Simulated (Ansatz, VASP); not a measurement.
## Two plane-wave programs on PtS2

The input POSCAR:

```
PtS2
1.0
    1.7644429029      1.0187015850      5.5230462186
   -1.7644429029      1.0187015850      5.5230462186
    0.0000000000     -2.0374031699      5.5230462186
Pt S
1 2
Direct
    0.0000000000      0.0000000000      0.0000000000
    0.2583047872      0.2583047872      0.2583047872
    0.7416952128      0.7416952128      0.7416952128
```

File INCAR.step1:

```
SYSTEM = PtS2
  ALGO = Normal
  EDIFF = 1E-4
  ENCUT = 520
  GGA = PE
  ISMEAR = 0
  LASPH = .True.
  LCHARG = .False.
  LREAL = .False.
  LWAVE = .True.
  NBANDS = 18
  NELM = 60
  PREC = Accurate
  SIGMA = 0.01
```

Contents of INCAR.step2:

```
SYSTEM = PtS2
  ALGO = Normal
  EDIFF = 1E-6
  ENCUT = 520
  ISIF = 2
  ISMEAR = 0
  ISTART = 1
  LASPH = .True.
  LCHARG = .False.
  LMIXTAU = .True.
  LREAL = .False.
  LWAVE = .False.
  METAGGA = R2SCAN
  NBANDS = 18
  NELM = 60
  PREC = Accurate
  SIGMA = 0.01
```

KPOINTS

```
k-points
0
Gamma
  8 8 8
  0 0 0
```

Input for Ansatz:

```yaml
crystal:
  lattice:
    - [1.7644429029, 1.018701585, 5.5230462186]
    - [-1.7644429029, 1.018701585, 5.5230462186]
    - [0.0, -2.0374031699, 5.5230462186]
  atoms:
    - { symbol: Pt, position: [0.0, 0.0, 0.0] }
    - { symbol: S, position: [0.2583047872, 0.2583047872, 0.2583047872] }
    - { symbol: S, position: [0.7416952128, 0.7416952128, 0.7416952128] }
kpoints:
  mp_grid: { grid: [8, 8, 8] }
  band_path:
    path:
      - [0.0, 0.0, 0.0]
      - [0.5, 0.5, 0.5]
      - [0.8106532133, 0.1893467867, 0.5]
      - [0.5, -0.1893467867, 0.1893467867]
      - [0.5, 0.0, 0.0]
      - [0.3446733934, -0.3446733934, 0.0]
      - [0.6553266066, 0.0, 0.3446733934]
      - [0.5, 0.0, 0.5]
      - [0.192708, 0.192708, 0.367188]
      - [0.0, 0.242188, -0.242188]
      - [0.25, 0.25, -0.5]
    npoints: 1
hamiltonian:
  xc: r2scan
scf:
  occupations: { method: fixed }
  n_extra_bands: 4
output:
  forces: true
  stress: true
  eigenvalues: true
```

Alike in both runs: task single point; functional r2SCAN; k mesh 8 × 8 × 8; no spin polarisation.

```csv
,VASP,Ansatz
version,VASP 6.6.1,Ansatz 0.2.0
potentials or method,"VASP PAW PBE potentials, release 64 (Pt, S)","plane waves, PAW"
plane-wave cutoff (eV),520,500
occupations,"gaussian, width 0.01 eV",fixed
valence electrons in the cell,22,30
```

|  | VASP | Ansatz | Ansatz less VASP |
| --- | --- | --- | --- |
| gap on the k mesh at the Fermi level (eV) | 1.21 | 1.22 | +0.007 |
| pressure (GPa) | 1.1 | 1.2 | +0.06 |
| traceless stress, the component that is largest in VASP (GPa) | -0.07 | -0.05 | +0.020 |
| rms of the force components (eV/Å) | 0.022 | 0.020 | -0.0021 |

VASP's potentials were made for PBE, not for r2SCAN. Atom by atom the forces differ by 0.002 eV/Å (rms over components). VASP's potentials hold 22 valence electrons a cell and Ansatz's 30, so a difference there can come from the potentials and not from the codes.

Neither program's run includes spin-orbit coupling.
